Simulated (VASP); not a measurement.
Wanted: the native input for a VASP 6.6.1 run.

```
Task                   : single point
Functional             : PBE
Potentials or basis    : VASP PAW PBE potentials, release 64 (C)
Cutoff                 : 520 eV
k mesh                 : 12 × 12 × 12
Occupations            : fermi-dirac, width 0.02 eV
Spin                   : no spin polarisation
Dipole correction      : no
Further INCAR settings : ALGO = Normal; EDIFF = 1e-07; NBANDS = 11
```

The structure of C lies in POSCAR:

```
C
1.0
    0.0000000000      1.7801241411      1.7913389232
    1.7801241411      0.0000000000      1.7913389232
    1.7801241411      1.7801241411      0.0000000000
C
2
Direct
    0.0000000000      0.0000000000      0.0000000000
    0.2500000000      0.2500000000      0.2500000000
```

This cell differs from its parent crystal: uniaxial z strain +0.6%.

These files were run (other wordings do the same):

INCAR

```
  PREC = Accurate
  ENCUT = 520
  EDIFF = 1E-7
  ISMEAR = -1
  SIGMA = 0.02
  LREAL = F
  LASPH = T
  NELM = 60
  ALGO = Normal
  ISIF = 2
  LWAVE = F
  LCHARG = T
  GGA = PE
  LELF = T
  LVHAR = T
  NBANDS = 11
```

KPOINTS

```
regular mesh
0
Gamma
  12 12 12
```

Potentials or basis: VASP PAW PBE potentials, release 64 (C).

The run is started by

```console
$ cat potpaw_PBE.64/C/POTCAR > POTCAR
$ mpirun -np 1 vasp_std > vasp.out
```

It gave:

```yaml
Pressure: 2.1 GPa
Band_gap_on_the_k_mesh: 4.07 eV (least direct gap 5.53 eV)
```

Caveat: the cell differs from its parent crystal (uniaxial z strain +0.6%).

It took 28 s on 1 thread of Intel Xeon 8259CL (shared host), peak memory 0.13 GiB.
